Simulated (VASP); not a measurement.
A run of VASP 6.6.1 is set up as follows.

INCAR

```
PREC = Accurate
ENCUT = 520
EDIFF = 1E-6
ISMEAR = -1
SIGMA = 0.05
LREAL = F
LASPH = T
NELM = 80
ALGO = Normal
ISIF = 2
LWAVE = F
LCHARG = F
GGA = CA
NBANDS = 35
```

File KPOINTS:

```
Automatic mesh
0
Gamma
  8 8 2
```

Contents of POSCAR:

```
MgZn2
1.0
    2.9867640000      0.0000000000      0.0000000000
   -1.4933820000      2.5866130000      0.0000000000
    0.0000000000      0.0000000000     13.5264580000
Mg Zn
2 4
Direct
    0.6666666667      0.3333333333      0.2500000000
    0.3333333333      0.6666666667      0.7500000000
    0.3333333333      0.6666666667      0.4229910000
    0.3333333333      0.6666666667      0.0770090000
    0.6666666667      0.3333333333      0.9229910000
    0.6666666667      0.3333333333      0.5770090000
```

Potentials or basis: VASP PAW LDA potentials, release 64 (Mg, Zn).

Run with:

```console
$ cat potpaw_LDA.64/Mg/POTCAR potpaw_LDA.64/Zn/POTCAR > POTCAR
$ mpirun -np 1 vasp_std > vasp.out
```

Estimate the largest force.

0.078 eV/Å.

What does it give for the band gap on the k mesh?

Zero (bands 26 and 27 overlap by 1.67 eV).

Forces in eV/Å, atoms in the order of the input:
```
Mg   0.000  0.000  0.000
Mg   0.000  0.000  0.000
Zn   0.000  0.000  0.078
Zn   0.000  0.000 -0.078
Zn   0.000  0.000  0.078
Zn   0.000  0.000 -0.078
```

Caveat: the cell stands under tension.
